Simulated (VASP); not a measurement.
**TiO2: single point with r2SCAN+D4**

TiO2:

```
CELL_PARAMETERS angstrom
6.19433 -1.89594 0.00000
6.19433 1.89594 0.00000
-1.94110 0.00000 6.37088
ATOMIC_POSITIONS crystal
Ti 0.90007 0.90007 0.28960
Ti 0.19529 0.19529 0.28376
Ti 0.09993 0.09993 0.71040
Ti 0.80471 0.80471 0.71624
O 0.36193 0.36193 0.29340
O 0.26349 0.26349 0.65250
O 0.86719 0.86719 0.99529
O 0.73651 0.73651 0.34750
O 0.94165 0.94165 0.63002
O 0.13281 0.13281 0.00471
O 0.63807 0.63807 0.70660
O 0.05835 0.05835 0.36998
```

- Program: VASP 6.6.1
- Task: single point
- Functional: r2SCAN
- Dispersion: D4
- Potentials or basis: VASP PAW PBE potentials, release 64 (Ti_sv, O)
- Cutoff: 520 eV
- k mesh: 8 × 8 × 4
- Occupations: fermi-dirac, width 0.05 eV
- Spin: no spin polarisation
- Dipole correction: no
- Further INCAR settings: ALGO = Normal; EDIFF = 1e-06; NBANDS = 60

```yaml
Pressure: -9.4 GPa
Largest_force: 0.278 eV/Å
Band_gap_on_the_k_mesh: 3.06 eV (least direct gap 3.24 eV)
Dispersion_energy_per_atom: -0.069 eV
```

Forces in eV/Å, atoms in the order of the input:
```
Ti   0.056  0.000 -0.126
Ti  -0.044  0.000 -0.275
Ti  -0.056  0.000  0.126
Ti   0.044  0.000  0.275
O   -0.193  0.000  0.006
O   -0.130  0.000  0.022
O   -0.180  0.000 -0.116
O    0.130  0.000 -0.022
O    0.054  0.000 -0.056
O    0.180  0.000  0.116
O    0.193  0.000 -0.006
O   -0.054  0.000  0.056
```

Stress tensor (GPa, compression positive):
```
-9.27  0.00 -0.07
 0.00 -8.89  0.00
-0.07  0.00 -9.93
```

Levels at points of the mesh, in eV from the valence-band top:
| k point | band 44 | band 45 | band 46 | band 47 | band 48 | band 49 | band 50 | band 51 | band 52 | band 53 |
| --- | --- | --- | --- | --- | --- | --- | --- | --- | --- | --- |
| (0.00, 0.00, 0.00) | -0.90 | -0.78 | -0.76 | -0.39 | -0.18 | 3.06 | 3.38 | 3.58 | 3.59 | 3.66 |
| (0.50, 0.00, 0.00) | -1.03 | -0.87 | -0.52 | -0.20 | -0.12 | 3.40 | 3.45 | 3.86 | 3.92 | 4.17 |
| (0.50, 0.50, 0.00) | -0.92 | -0.91 | -0.66 | -0.41 | -0.12 | 3.19 | 3.24 | 3.70 | 3.78 | 3.80 |
| (0.00, 0.00, 0.50) | -0.78 | -0.70 | -0.69 | -0.62 | -0.45 | 3.16 | 3.42 | 3.57 | 3.66 | 3.67 |
| (0.50, 0.00, 0.50) | -0.81 | -0.70 | -0.54 | -0.09 | -0.01 | 3.45 | 3.49 | 3.72 | 3.93 | 4.06 |
| (0.50, 0.50, 0.50) | -1.10 | -0.89 | -0.44 | -0.22 | -0.22 | 3.30 | 3.41 | 3.55 | 3.69 | 3.69 |

Wall time 31 min on 4 MPI ranks on Oxide Virtual Turin-like Processor (shared host), peak memory 0.71 GiB a rank.

Caveat: the cell stands under tension; the PAW data sets were made with another functional, which shifts forces and pressure a little. A k mesh can miss the band edges.
